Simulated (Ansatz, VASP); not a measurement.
Two plane-wave programs on K3Al

```
CELL_PARAMETERS angstrom
5.69499 0.00000 0.00000
0.00000 5.69499 0.00000
0.00000 0.00000 5.69499
ATOMIC_POSITIONS crystal
K 0.00000 0.50000 0.50000
K 0.50000 0.00000 0.50000
K 0.50000 0.50000 0.00000
Al 0.00000 0.00000 0.00000
```

Alike in both runs: functional PBE; k mesh 4 × 4 × 4; occupations gaussian, width 0.1 eV; no spin polarisation.

Ansatz relaxed the structure, and its values are those at the end. VASP's run is a single point on that final structure, the one shown.

|  | VASP | Ansatz |
| --- | --- | --- |
| version | VASP 6.6.1 | Ansatz 0.2.0 |
| potentials or method | VASP PAW PBE potentials, release 64 (K_sv, Al), cutoff 520 eV | scalar-relativistic, plane waves, PAW |
| valence electrons in the cell | 30 | 30 |

|  | VASP | Ansatz | Ansatz less VASP |
| --- | --- | --- | --- |
| gap on the k mesh at the Fermi level (eV) | none | none | - |
| pressure (GPa) | 0.2 | 0.2 | +0.01 |

A gap of «none» marks a metal or a gap that the smearing closes. With one functional, cell and mesh, what is left measures potentials, basis and numerics.
